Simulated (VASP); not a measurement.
# Li32S15 (a cell with a defect) in VASP: relaxation of the atoms with PBEsol

Aim: the relaxation of the atoms of Li32S15 (a cell with a defect) with PBEsol.

All numbers are computed with VASP 6.6.1; they aren't measurements. Logs are shortened: lines on timing, memory, paths and dates and some standing lists are left out, and cuts for length are marked.

**1. The cell of the first run**

The cell holds a defect, 47 atoms: a = 9.795 Å, b = 9.795 Å, c = 9.795 Å, α = 109.47°, β = 109.47°, γ = 109.47°.

**2. Relaxation of the atoms, PBEsol (atoms taken out)**

Contents of INCAR:

```
PREC = Accurate
ENCUT = 650
EDIFF = 1E-7
ISMEAR = 0
SIGMA = 0.01
LREAL = Auto
LASPH = T
NELM = 120
ALGO = Normal
ISIF = 2
LWAVE = F
LCHARG = F
GGA = PS
IBRION = 2
NSW = 65
EDIFFG = -0.025
NELECT = 184.0
GGA_COMPAT = F
NELMIN = 4
KPAR = 2
NCORE = 2
```

Contents of KPOINTS:

```
Automatic mesh
0
Gamma
  2 2 2
  0.5 0.5 0.5
```

Contents of POSCAR:

```
Li32S15
1.0
   -5.6548817418     -5.6548817418      5.6548817418
    5.6548817418     -5.6548817418     -5.6548817418
    5.6548817418      5.6548817418      5.6548817418
Li S
32 15
Direct
    0.2500000000      0.7520758480      0.7506021206
   -0.0020758480      0.7485262725     -0.0020758480
    0.5020758480      0.5000000000      0.7506021206
    0.2500000000      0.5000000000     -0.0176652710
   -0.0176652710      0.5000000000      0.2500000000
    0.7506021206      0.7520758480      0.2500000000
    0.5176652710      0.7676652710      0.5176652710
    0.0014737275     -0.0006021206      0.7493978794
    0.7493978794      0.2514737275      0.7493978794
    0.4985262725      0.2479241520     -0.0020758480
    0.2500000000      0.2323347290      0.2500000000
   -0.0020758480      0.2479241520      0.4985262725
    0.7506021206      0.5000000000      0.5020758480
    0.7493978794     -0.0006021206      0.0014737275
    0.5020758480      0.0006021206      0.2500000000
    0.2500000000      0.0006021206      0.5020758480
    0.2500000000      0.7676652710      0.2500000000
    0.0014737275      0.7520758480      0.5020758480
    0.5176652710      0.5000000000      0.2500000000
    0.2500000000      0.5000000000      0.5176652710
   -0.0020758480      0.5000000000      0.7493978794
    0.7506021206      0.7485262725      0.7506021206
    0.5020758480      0.7520758480      0.0014737275
   -0.0020758480     -0.0006021206      0.2500000000
    0.7493978794      0.2479241520      0.2500000000
    0.5020758480      0.2514737275      0.5020758480
    0.2500000000      0.2479241520      0.7493978794
   -0.0176652710      0.2323347290     -0.0176652710
    0.7493978794      0.5000000000     -0.0020758480
    0.7506021206      0.0006021206      0.4985262725
    0.4985262725      0.0006021206      0.7506021206
    0.2500000000     -0.0006021206     -0.0020758480
    0.0004480092      0.5000000000      0.4995519908
    0.4995519908      0.2504480092      0.2500000000
    0.2500000000      0.2504480092      0.4995519908
    0.0004480092      0.2504480092      0.7508960184
    0.7500000000      0.5000000000      0.7500000000
    0.4995519908      0.5000000000      0.0004480092
    1.0004480092      0.7495519908      0.2500000000
    0.7500000000      0.0000000000      0.2500000000
    0.4995519908     -0.0008960184      0.4995519908
    0.2500000000      0.0000000000      0.7500000000
    0.0004480092      0.0008960184      0.0004480092
    0.7508960184      0.2504480092      0.0004480092
    0.7491039816      0.7495519908      0.4995519908
    0.4995519908      0.7495519908      0.7491039816
    0.2500000000      0.7495519908      0.0004480092
```

Potentials or basis: VASP PAW PBE potentials, release 64 (Li_sv, S).

Command:

```bash
> cat potpaw_PBE.64/Li_sv/POTCAR potpaw_PBE.64/S/POTCAR > POTCAR
> mpirun -np 4 vasp_std > vasp.out
```

OUTCAR:

```text
PREC = Accurate
   ENCUT = 650
   EDIFF = 1E-7
   ISMEAR = 0
   LREAL = Auto
   LASPH = T
   NELM = 120
   ISIF = 2
   GGA = PS
   IBRION = 2
   NSW = 65
   EDIFFG = -0.025
   NELECT = 184.0
   NELMIN = 4

 ion  position               nearest neighbor table
   1  0.250  0.752  0.751-  42 2.43  47 2.46  46 2.46  33 2.46
   2  0.998  0.749  0.998-  37 2.43  43 2.46  39 2.46  47 2.46
   3  0.502  0.500  0.751-  37 2.43  38 2.46  35 2.46  46 2.46
   4  0.250  0.500  0.982-  36 2.39  38 2.39  47 2.39
   5  0.982  0.500  0.250-  33 2.39  39 2.39  44 2.39
   6  0.751  0.752  0.250-  40 2.43  39 2.46  38 2.46  45 2.46
   7  0.518  0.768  0.518-  41 2.39  45 2.39  46 2.39
   8  0.001  0.999  0.749-  42 2.43  45 2.46  36 2.46  43 2.46
   9  0.749  0.251  0.749-  37 2.43  41 2.46  36 2.46  44 2.46
  10  0.499  0.248  0.998-  42 2.43  44 2.46  34 2.46  38 2.46
  11  0.250  0.232  0.250-  34 2.39  35 2.39  43 2.39
  12  0.998  0.248  0.499-  40 2.43  36 2.46  33 2.46  35 2.46
  13  0.751  0.500  0.502-  37 2.43  33 2.46  34 2.46  45 2.46
  14  0.749  0.999  0.001-  40 2.43  46 2.46  44 2.46  43 2.46
  15  0.502  0.001  0.250-  40 2.43  34 2.46  41 2.46  47 2.46
  16  0.250  0.001  0.502-  42 2.43  35 2.46  41 2.46  39 2.46
  17  0.250  0.768  0.250-  39 2.39  47 2.39  41 2.39
[... 41 lines left out ...]
  46  0.500  0.750  0.749-   7 2.39  20 2.39  14 2.46  23 2.46   1 2.46   3 2.46  22 2.46  31 2.46

  47  0.250  0.750  0.000-   4 2.39  17 2.39   1 2.46  32 2.46  23 2.46   2 2.46  15 2.46  21 2.46

  LATTYP: Found a body centered cubic cell.
 ALAT       =    11.3097634836

  Lattice vectors:

 A1 = (  -5.6548817418,  -5.6548817418,   5.6548817418)
 A2 = (   5.6548817418,  -5.6548817418,  -5.6548817418)
 A3 = (   5.6548817418,   5.6548817418,   5.6548817418)

Analysis of symmetry for initial positions (statically):
=====================================================================
 Subroutine PRICEL returns:
 Original cell was already a primitive cell.

 Routine SETGRP: Setting up the symmetry group for a
 body centered cubic supercell.

 Subroutine GETGRP returns: Found 48 space group operations
 (whereof  4 operations were pure point group operations)
 out of a pool of 48 trial point group operations.

The static configuration has the point symmetry C_2v.
 The point group associated with its full space group is O_h .

Analysis of symmetry for dynamics (positions and initial velocities):
=====================================================================
 Subroutine PRICEL returns:
[... 193 lines left out ...]
   EFERMI_NEDOS =   21; number of points for ismear=-14 and -15
   IALGO  =     38    algorithm
   IMIX   =      4    mixing-type and parameters
     AMIX     =   0.40;   BMIX     =  1.00
     AMIX_MAG =   1.60;   BMIX_MAG =  1.00
  volume/ion in A,a.u.               =      15.39       103.86
  Fermi-wavevector in a.u.,A,eV,Ry     =   1.037299  1.960211 14.639719  1.075989
  Thomas-Fermi vector in A             =   2.171730
   LORBIT       =      0    0 simple, 1 ext, 2 COOP (PROOUT), +10 PAW based schemes
   GGA     = PS    functional components
   LHFCALC =     F    Hartree Fock is set to
   AEXX    =    0.0000 exact exchange contribution
   IVDW    =     0    specifies the selected vdW correction
   LEPSILON=     F    determine dielectric tensor
   LRPA    =     F    only Hartree local field effects (RPA)
 conjugate gradient relaxation of ions
 non-spin polarized calculation
 Gauss-broadening in eV      SIGMA  =   0.01
  energy-cutoff  :      650.00
  volume of cell :      723.32
 maximum number of plane-waves:     27236
 NGX is ok and might be reduce to    84
   NGX = 41   NGY = 41   NGZ = 41

--------------------------------------- Ionic step        1  -------------------------------------------

 number of electron     183.9999924 magnetization

 Free energy of the ion-electron system (eV)
  ---------------------------------------------------
  ext. energy  EPLUGINS =         0.00000000
  ---------------------------------------------------
  free energy    TOTEN  =      -195.38914504 eV

  energy without entropy =     -195.38914504  energy(sigma->0) =     -195.38914504

------------------------ aborting loop because EDIFF is reached ----------------------------------------

  FORCE on cell =-STRESS in cart. coord.  units (eV):
  Direction    XX          YY          ZZ          XY          YZ          ZX
  --------------------------------------------------------------------------------------
  -------------------------------------------------------------------------------------
  Total      -10.5022078    -10.5022078    -10.5022078      0.0000000     -0.0000000     -0.0000000
  in kB      -23.2627267    -23.2627267    -23.2627267      0.0000000     -0.0000000     -0.0000000
  external PRESSURE =     -23.2627267 kB  Pullay stress =       0.0000000 kB
[... 635 lines left out ...]
--------------------------------------- Ionic step        9  -------------------------------------------

 number of electron     183.9999997 magnetization

 Free energy of the ion-electron system (eV)
  ---------------------------------------------------
  ext. energy  EPLUGINS =         0.00000000
  ---------------------------------------------------
  free energy    TOTEN  =      -195.85903320 eV

  energy without entropy =     -195.85903320  energy(sigma->0) =     -195.85903320

 E-fermi :   1.1862     XC(G=0):  -8.4306

 val. band max:        1.1028756154   @ k =   0.2500   0.2500   0.2500
 cond. band min:       3.9699982450   @ k =  -0.2500   0.2500   0.2500
 fundamental gap:      2.8671226297
 Fermi energy:         1.1862134246

 k-point     1 :       0.2500    0.2500    0.2500
  band No.  band energies     occupation
      1     -42.3050      2.00000
      2     -42.3031      2.00000
      3     -42.3031      2.00000
      4     -42.3031      2.00000
      5     -42.3012      2.00000
      6     -42.3012      2.00000
[... 96 lines left out ...]
    103       6.2969      0.00000
    104       6.7005      0.00000

 k-point     2 :      -0.2500    0.2500    0.2500
  band No.  band energies     occupation
      1     -42.3050      2.00000
      2     -42.3031      2.00000
      3     -42.3031      2.00000
      4     -42.3031      2.00000
      5     -42.3012      2.00000
      6     -42.3012      2.00000
[... 96 lines left out ...]
    103       7.0816      0.00000
    104       7.2091      0.00000
 [bands above 104 left out]

------------------------ aborting loop because EDIFF is reached ----------------------------------------

  FORCE on cell =-STRESS in cart. coord.  units (eV):
  Direction    XX          YY          ZZ          XY          YZ          ZX
  --------------------------------------------------------------------------------------
  -------------------------------------------------------------------------------------
  Total       -8.0736743     -8.0736743     -8.0736743     -0.0000000     -0.0000000      0.0000000
  in kB      -17.8834472    -17.8834472    -17.8834472     -0.0000000     -0.0000000      0.0000000
  external PRESSURE =     -17.8834472 kB  Pullay stress =       0.0000000 kB
[... 62 lines left out ...]
  FREE ENERGIE OF THE ION-ELECTRON SYSTEM (eV)
  ---------------------------------------------------
  free  energy   TOTEN  =      -195.8590331959 eV

  energy  without entropy=     -195.8590331959  energy(sigma->0) =     -195.85903320

 reached required accuracy - stopping structural energy minimisation
```

It took 14 min on 4 MPI ranks of Intel Xeon 6975P-C (Granite Rapids), shared host; peak memory 0.77 GiB.

What came out:

* Free energy: -195.8590 eV
* Energy gained by relaxing: 10.0 meV/atom
* Ionic steps: 9
* Largest force after relaxing: 0.012 eV/Å

Forces in eV/Å, atoms in the order of the input:
```
Li   0.006 -0.006 -0.006
Li  -0.006  0.006 -0.006
Li  -0.006 -0.006  0.006
Li  -0.007 -0.007 -0.007
Li   0.007  0.007 -0.007
Li   0.006 -0.006 -0.006
Li   0.007 -0.007  0.007
Li  -0.006 -0.006  0.006
Li   0.006 -0.006 -0.006
Li  -0.006  0.006 -0.006
Li  -0.007  0.007  0.007
Li  -0.006  0.006 -0.006
Li   0.006  0.006  0.006
Li   0.006  0.006  0.006
Li  -0.006 -0.006  0.006
Li   0.006  0.006  0.006
Li   0.007 -0.007 -0.007
Li   0.006 -0.006  0.006
Li  -0.007 -0.007  0.007
Li   0.007  0.007  0.007
Li   0.006  0.006 -0.006
Li  -0.006  0.006  0.006
Li   0.006 -0.006  0.006
Li   0.006  0.006 -0.006
Li  -0.006  0.006  0.006
Li   0.006 -0.006  0.006
Li  -0.006  0.006  0.006
Li  -0.007  0.007 -0.007
Li  -0.006 -0.006 -0.006
Li  -0.006 -0.006 -0.006
Li   0.006  0.006 -0.006
Li  -0.006 -0.006 -0.006
S   -0.001 -0.001  0.000
S    0.001  0.000 -0.001
S    0.000 -0.001 -0.001
S    0.001  0.000  0.001
S    0.000  0.000  0.000
S    0.001  0.001  0.000
S   -0.001  0.000  0.001
S    0.000  0.000  0.000
S   -0.001  0.001  0.000
S    0.000  0.000  0.000
S    0.001 -0.001  0.000
S    0.000 -0.001  0.001
S    0.000  0.001 -0.001
S   -0.001  0.000 -0.001
S    0.000  0.001  0.001
```

Step by step:
```tsv
step	energy change (eV)	largest force (eV/Å)	pressure (GPa)
1	0.0000	0.5824	-2.33
2	-0.1574	0.4506	-2.23
3	-0.3148	0.1950	-2.00
4	-0.3164	0.2142	-1.97
5	-0.3697	0.1702	-1.94
6	-0.4415	0.0652	-1.88
7	-0.4201	0.1950	-1.70
8	-0.4613	0.0645	-1.80
9	-0.4699	0.0125	-1.79
```

Final structure:
```yaml
crystal:
  lattice:
    - [-5.65488, -5.65488, 5.65488]
    - [5.65488, -5.65488, -5.65488]
    - [5.65488, 5.65488, 5.65488]
  atoms:
    - { symbol: Li, position: [0.25000, 0.75478, 0.75226] }
    - { symbol: Li, position: [0.99522, 0.74748, 0.99522] }
    - { symbol: Li, position: [0.50478, 0.50000, 0.75226] }
    - { symbol: Li, position: [0.25000, 0.50000, 0.96148] }
    - { symbol: Li, position: [0.96148, 0.50000, 0.25000] }
    - { symbol: Li, position: [0.75226, 0.75478, 0.25000] }
    - { symbol: Li, position: [0.53852, 0.78852, 0.53852] }
    - { symbol: Li, position: [0.00252, 0.99774, 0.74774] }
    - { symbol: Li, position: [0.74774, 0.25252, 0.74774] }
    - { symbol: Li, position: [0.49748, 0.24522, 0.99522] }
    - { symbol: Li, position: [0.25000, 0.21148, 0.25000] }
    - { symbol: Li, position: [0.99522, 0.24522, 0.49748] }
    - { symbol: Li, position: [0.75226, 0.50000, 0.50478] }
    - { symbol: Li, position: [0.74774, 0.99774, 0.00252] }
    - { symbol: Li, position: [0.50478, 0.00226, 0.25000] }
    - { symbol: Li, position: [0.25000, 0.00226, 0.50478] }
    - { symbol: Li, position: [0.25000, 0.78852, 0.25000] }
    - { symbol: Li, position: [0.00252, 0.75478, 0.50478] }
    - { symbol: Li, position: [0.53852, 0.50000, 0.25000] }
    - { symbol: Li, position: [0.25000, 0.50000, 0.53852] }
    - { symbol: Li, position: [0.99522, 0.50000, 0.74774] }
    - { symbol: Li, position: [0.75226, 0.74748, 0.75226] }
    - { symbol: Li, position: [0.50478, 0.75478, 0.00252] }
    - { symbol: Li, position: [0.99522, 0.99774, 0.25000] }
    - { symbol: Li, position: [0.74774, 0.24522, 0.25000] }
    - { symbol: Li, position: [0.50478, 0.25252, 0.50478] }
    - { symbol: Li, position: [0.25000, 0.24522, 0.74774] }
    - { symbol: Li, position: [0.96148, 0.21148, 0.96148] }
    - { symbol: Li, position: [0.74774, 0.50000, 0.99522] }
    - { symbol: Li, position: [0.75226, 0.00226, 0.49748] }
    - { symbol: Li, position: [0.49748, 0.00226, 0.75226] }
    - { symbol: Li, position: [0.25000, 0.99774, 0.99522] }
    - { symbol: S, position: [0.00040, 0.50000, 0.49960] }
    - { symbol: S, position: [0.49960, 0.25040, 0.25000] }
    - { symbol: S, position: [0.25000, 0.25040, 0.49960] }
    - { symbol: S, position: [0.00040, 0.25040, 0.75079] }
    - { symbol: S, position: [0.75000, 0.50000, 0.75000] }
    - { symbol: S, position: [0.49960, 0.50000, 0.00040] }
    - { symbol: S, position: [0.00040, 0.74960, 0.25000] }
    - { symbol: S, position: [0.75000, 0.00000, 0.25000] }
    - { symbol: S, position: [0.49960, 0.99921, 0.49960] }
    - { symbol: S, position: [0.25000, 0.00000, 0.75000] }
    - { symbol: S, position: [0.00040, 0.00079, 0.00040] }
    - { symbol: S, position: [0.75079, 0.25040, 0.00040] }
    - { symbol: S, position: [0.74921, 0.74960, 0.49960] }
    - { symbol: S, position: [0.49960, 0.74960, 0.74921] }
    - { symbol: S, position: [0.25000, 0.74960, 0.00040] }
```

Levels at points of the mesh, in eV from the Fermi level:
```
           k point  band 88  band 89  band 90  band 91  band 92  band 93  band 94  band 95  band 96  band 97
(0.25, 0.25, 0.25)    -0.09    -0.09    -0.08    -0.08    -0.08     2.82     4.59     4.59     4.59     4.94
```

Caveat: the cell carries a net charge on a neutralising background, which shifts energy and pressure; the cell differs from its parent crystal (atoms taken out); the cell is charged against a uniform background, so pressure and absolute levels hang on convention; the PAW data sets were made with another functional, which shifts forces and pressure a little.
